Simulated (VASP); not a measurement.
The system is MgO3.

```
Mg O
1.0
    -2.30449    2.30449    2.30449
     2.30449   -2.30449    2.30449
     2.30449    2.30449   -2.30449
Mg O
1 3
Direct
  0.00000 0.00000 0.00000
  0.00000 0.50000 0.50000
  0.50000 0.00000 0.50000
  0.50000 0.50000 0.00000
```

Base run:

- Program: VASP 6.6.1
- Functional: PBE
- Potentials or basis: VASP PAW PBE potentials, release 64 (Mg, O)
- Cutoff: 520 eV
- k mesh: 6 × 6 × 6
- Occupations: gaussian, width 0.1 eV
- Spin: no spin polarisation

Its results: pressure -22.4 GPa.

Q: The run is repeated on the same cell with these changes: spin from no spin polarisation to collinear spin, ferromagnetic start; further incar settings from ALGO = Normal; EDIFF = 1e-07; NBANDS = 18 to ALGO = Normal; EDIFF = 1e-06; NBANDS = 22. What comes out?

A: Pressure -22.4 GPa; net moment 1.00 μB per cell; site moments Mg -0.00; O +0.29 μB.
